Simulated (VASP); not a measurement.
# BaTiO3 (P4mm) in VASP: a series of runs, part 2 of 2

VASP 6.6.1.

## (3) Single point, RPBE+D3(BJ)

This run uses another cell than the first one, of 12.60 Å³/atom.

INCAR

```
ALGO     = Normal         # electronic algorithm
EDIFF    = 1E-6           # SCF threshold, eV
ENCUT    = 910            # plane-wave cutoff, eV
GGA      = RP             # functional
GGA_COMPAT= F            
ISIF     = 2              # what is computed and relaxed
ISMEAR   = -1             # smearing method
IVDW     = 12             # dispersion correction
LASPH    = T              # aspherical terms in the spheres
LCHARG   = T              # write CHGCAR
LELF     = T              # ELF
LREAL    = F              # projectors in reciprocal space
LVHAR    = T            
LWAVE    = F              # write WAVECAR
NBANDS   = 28             # bands
NELM     = 120            # most SCF steps
PREC     = Accurate       # precision mode
SIGMA    = 0.05           # smearing width, eV
```

KPOINTS

```
k-points
0
Gamma
  7 7 7
```

POSCAR

```
BaTiO3
1.0
    3.9729548958      0.0000000000      0.0000000000
    0.0000000000      3.9729548958      0.0000000000
    0.0000000000      0.0000000000      3.9910327445
Ba Ti O
1 1 3
Direct
    0.0000000000      0.0000000000      0.0000000000
    0.5000000000      0.5000000000      0.4900000000
    0.0000000000      0.5000000000      0.5170000000
    0.5000000000      0.0000000000      0.5170000000
    0.5000000000      0.5000000000      0.0190000000
```

Potentials or basis: VASP PAW PBE potentials, release 64 (Ba_sv, Ti_sv, O_h).

Run with:

```
$ cat potpaw_PBE.64/Ba_sv/POTCAR potpaw_PBE.64/Ti_sv/POTCAR potpaw_PBE.64/O_h/POTCAR > POTCAR
$ mpirun -np 1 vasp_std > vasp.out
```

Wall time 3.3 min (1 thread of Intel Xeon 6975P-C (Granite Rapids), shared host); peak memory 0.36 GiB.

Results (log left out):

* Free energy: -45.9763 eV
* Pressure: -14.7 GPa
* Largest force: 0.132 eV/Å
* Band gap on the k mesh: 1.95 eV (least direct gap 2.13 eV)
* Dispersion energy per atom: -1.632 eV

Forces on the atoms (eV/Å):
```
Ba   0.000  0.000  0.124
Ti   0.000  0.000 -0.016
O    0.000  0.000 -0.120
O    0.000  0.000 -0.120
O    0.000  0.000  0.132
```

Stress tensor (GPa, compression positive):
```
-15.02   0.00   0.00
  0.00 -15.02   0.00
  0.00   0.00 -14.14
```

Levels at points of the mesh, in eV from the valence-band top:
| k point | band 16 | band 17 | band 18 | band 19 | band 20 | band 21 | band 22 | band 23 | band 24 | band 25 |
| --- | --- | --- | --- | --- | --- | --- | --- | --- | --- | --- |
| (0.00, 0.00, 0.00) | -1.16 | -1.06 | -0.19 | -0.18 | -0.18 | 1.95 | 2.17 | 2.17 | 4.19 | 4.29 |

Caveat: the cutoff is under 1.25 times the usual one of these potentials, so pressure, stress and relaxed cells hold a basis-set (Pulay) error; the cell stands under tension; the PAW data sets were made with another functional, which shifts forces and pressure a little; spin-orbit coupling is left out, which moves the levels of the heavy elements; an odd mesh through Γ misses points on the zone boundary, where band edges can lie.

## (4) Single point, r2SCAN

This run uses another cell than the first one, of 12.86 Å³/atom.

POSCAR: that of step 3 with these lines changed.

```diff
@@ -2,5 +2,5 @@
 1.0
-    3.9729548958      0.0000000000      0.0000000000
-    0.0000000000      3.9729548958      0.0000000000
-    0.0000000000      0.0000000000      3.9910327445
+    3.9998000000      0.0000000000      0.0000000000
+    0.0000000000      3.9998000000      0.0000000000
+    0.0000000000      0.0000000000      4.0180000000
 Ba Ti O
```

INCAR.step1

```
PREC = Accurate
ENCUT = 910
ISMEAR = -1
SIGMA = 0.05
LREAL = F
LASPH = T
NELM = 120
NBANDS = 28
GGA = PE
ALGO = Normal
EDIFF = 1E-5
LWAVE = T
LCHARG = F
GGA_COMPAT = F
```

INCAR.step2

```
PREC = Accurate
ENCUT = 910
EDIFF = 1E-6
ISMEAR = -1
SIGMA = 0.05
LREAL = F
LASPH = T
NELM = 120
ALGO = Normal
ISIF = 2
LWAVE = F
LCHARG = T
METAGGA = R2SCAN
LMIXTAU = T
LELF = T
LVHAR = T
NBANDS = 28
ISTART = 1
GGA_COMPAT = F
```

KPOINTS

```
Automatic mesh
0
Gamma
  7 7 7
```

Run with:

```
$ cat potpaw_PBE.64/Ba_sv/POTCAR potpaw_PBE.64/Ti_sv/POTCAR potpaw_PBE.64/O_h/POTCAR > POTCAR
$ cp INCAR.step1 INCAR
$ mpirun -np 1 vasp_std > vasp.out
$ cp INCAR.step2 INCAR
$ mpirun -np 1 vasp_std > vasp.out
```

Wall time 3.6 min (1 thread of Intel Xeon 6975P-C (Granite Rapids), shared host); peak memory 0.38 GiB.

Results (log left out):

* Free energy: -74.2787 eV
* Pressure: 1.0 GPa
* Largest force: 0.322 eV/Å
* Band gap on the k mesh: 2.27 eV (least direct gap 2.46 eV)

Forces on the atoms (eV/Å):
```
Ba   0.000  0.000  0.088
Ti   0.000  0.000 -0.100
O    0.000  0.000 -0.155
O    0.000  0.000 -0.155
O    0.000  0.000  0.322
```

Stress tensor (GPa, compression positive):
```
0.66 0.00 0.00
0.00 0.66 0.00
0.00 0.00 1.57
```

Levels at points of the mesh, in eV from the valence-band top:
| k point | band 16 | band 17 | band 18 | band 19 | band 20 | band 21 | band 22 | band 23 | band 24 | band 25 |
| --- | --- | --- | --- | --- | --- | --- | --- | --- | --- | --- |
| (0.00, 0.00, 0.00) | -1.16 | -1.07 | -0.22 | -0.19 | -0.19 | 2.27 | 2.47 | 2.47 | 4.34 | 4.44 |

Caveat: the cutoff is under 1.25 times the usual one of these potentials, so pressure, stress and relaxed cells hold a basis-set (Pulay) error; the PAW data sets were made with another functional, which shifts forces and pressure a little; spin-orbit coupling is left out, which moves the levels of the heavy elements; an odd mesh through Γ misses points on the zone boundary, where band edges can lie. r2SCAN opens gaps a little over a GGA but as a rule still falls short of measured ones.

## (5) Single point, revPBE

This run uses another cell than the first one, of 12.86 Å³/atom.

INCAR

```
SYSTEM = BaTiO3
ALGO = Normal
EDIFF = 1E-6
ENCUT = 910
GGA = RE
GGA_COMPAT = .False.
ISIF = 2
ISMEAR = -1
LASPH = .True.
LCHARG = .True.
LELF = .True.
LREAL = .False.
LVHAR = .True.
LWAVE = .False.
NBANDS = 28
NELM = 120
PREC = Accurate
SIGMA = 0.05
```

KPOINTS

```
k-points
0
Gamma
  7 7 7
  0 0 0
```

POSCAR is that of step 4.

Run with:

```
$ cat potpaw_PBE.64/Ba_sv/POTCAR potpaw_PBE.64/Ti_sv/POTCAR potpaw_PBE.64/O_h/POTCAR > POTCAR
$ mpirun -np 1 vasp_std > vasp.out
```

Wall time 2.2 min (1 thread of AMD EPYC 7R13 (Zen 3), shared host); peak memory 0.32 GiB.

Results (log left out):

```
Free energy            : -38.1993 eV
Pressure               : 7.0 GPa
Largest force          : 0.289 eV/Å
Band gap on the k mesh : 1.90 eV (least direct gap 2.09 eV)
```

Forces in eV/Å, atoms in the order of the input:
```
Ba   0.000  0.000  0.086
Ti   0.000  0.000 -0.143
O    0.000  0.000 -0.116
O    0.000  0.000 -0.116
O    0.000  0.000  0.289
```

Stress tensor (GPa, compression positive):
```
6.73 0.00 0.00
0.00 6.73 0.00
0.00 0.00 7.60
```

Levels at points of the mesh, in eV from the valence-band top:
| k point | band 17 | band 18 | band 19 | band 20 | band 21 | band 22 | band 23 | band 24 |
| --- | --- | --- | --- | --- | --- | --- | --- | --- |
| (0.00, 0.00, 0.00) | -1.03 | -0.21 | -0.19 | -0.19 | 1.90 | 2.11 | 2.11 | 4.05 |

Caveat: the cutoff is under 1.25 times the usual one of these potentials, so pressure, stress and relaxed cells hold a basis-set (Pulay) error; the cell stands under pressure; the PAW data sets were made with another functional, which shifts forces and pressure a little; spin-orbit coupling is left out, which moves the levels of the heavy elements; an odd mesh through Γ misses points on the zone boundary, where band edges can lie.

## (6) Single point, PBE

This run uses another cell than the first one, of 13.11 Å³/atom.

INCAR

```
PREC = Accurate ; ENCUT = 910
EDIFF = 1E-6 ; ISMEAR = -1
SIGMA = 0.05 ; LREAL = F
LASPH = T ; NELM = 120
ALGO = Normal ; ISIF = 2
LWAVE = F ; LCHARG = F
GGA = PE ; NBANDS = 28
GGA_COMPAT = F
```

KPOINTS

```
regular mesh
0
Gamma
  7 7 7
```

POSCAR: that of step 5 with these lines changed.

```diff
@@ -2,5 +2,5 @@
 1.0
-    3.9998000000      0.0000000000      0.0000000000
-    0.0000000000      3.9998000000      0.0000000000
-    0.0000000000      0.0000000000      4.0180000000
+    4.0262895137      0.0000000000      0.0000000000
+    0.0000000000      4.0262895137      0.0000000000
+    0.0000000000      0.0000000000      4.0446100470
 Ba Ti O
```

Potentials or basis: VASP PAW PBE potentials, release 64 (Ba_sv, Ti_sv, O_h).

Run with:

```
$ cat potpaw_PBE.64/Ba_sv/POTCAR potpaw_PBE.64/Ti_sv/POTCAR potpaw_PBE.64/O_h/POTCAR > POTCAR
$ mpirun -np 1 vasp_std > vasp.out
```

Run time: 86 s. Hardware: 1 thread of AMD EPYC 9R45 (Zen 5), shared host; peak memory 0.32 GiB.

It converged, with:

```
Free energy            : -40.0279 eV
Pressure               : 0.5 GPa
Largest force          : 0.408 eV/Å
Band gap on the k mesh : 1.83 eV (least direct gap 2.04 eV)
```

Forces on the atoms (eV/Å):
```
Ba   0.000  0.000  0.058
Ti   0.000  0.000 -0.223
O    0.000  0.000 -0.121
O    0.000  0.000 -0.121
O    0.000  0.000  0.408
```

Stress tensor (GPa, compression positive):
```
0.23 0.00 0.00
0.00 0.23 0.00
0.00 0.00 1.05
```

Levels at points of the mesh, in eV from the valence-band top:
| k point | band 18 | band 19 | band 20 | band 21 | band 22 | band 23 |
| --- | --- | --- | --- | --- | --- | --- |
| (0.00, 0.00, 0.00) | -0.23 | -0.21 | -0.21 | 1.83 | 2.04 | 2.04 |

Caveat: the cutoff is under 1.25 times the usual one of these potentials, so pressure, stress and relaxed cells hold a basis-set (Pulay) error; spin-orbit coupling is left out, which moves the levels of the heavy elements; an odd mesh through Γ misses points on the zone boundary, where band edges can lie. A hybrid or GW would open this gap; PBE tends to underestimate it.

## (7) The runs side by side

| level | cell | gap on the mesh (eV) | pressure (GPa) | largest force (eV/Å) |
| --- | --- | --- | --- | --- |
| RPBE+D3(BJ) | a = 3.946, b = 3.946, c = 3.964 Å, 5 atoms | 2.00 | -11.4 | 0.15 |
| RPBE+D3(BJ) | a = 3.973, b = 3.973, c = 3.991 Å, 5 atoms | 1.95 | -14.7 | 0.13 |
| r2SCAN | a = 4.000, b = 4.000, c = 4.018 Å, 5 atoms | 2.27 | 1.0 | 0.32 |
| revPBE | a = 4.000, b = 4.000, c = 4.018 Å, 5 atoms | 1.90 | 7.0 | 0.29 |
| PBE | a = 4.026, b = 4.026, c = 4.045 Å, 5 atoms | 1.83 | 0.5 | 0.41 |

Alike in all rows: task single point; potentials or basis VASP PAW PBE potentials, release 64 (Ba_sv, Ti_sv, O_h); no spin polarisation; k mesh 7 × 7 × 7; cutoff (eV) 910; smearing fermi-dirac 0.05 eV.

Caveats: the cutoff is under 1.25 times the usual one of these potentials, so pressure, stress and relaxed cells hold a basis-set (Pulay) error; spin-orbit coupling is left out, which moves the levels of the heavy elements; an odd mesh through Γ misses points on the zone boundary, where band edges can lie; the PAW data sets were made with another functional, which shifts forces and pressure a little (at least some runs); the cell stands under tension (at least some runs); the cell stands under pressure (at least some runs).

Absolute energies hang on the potentials; compare differences alone.
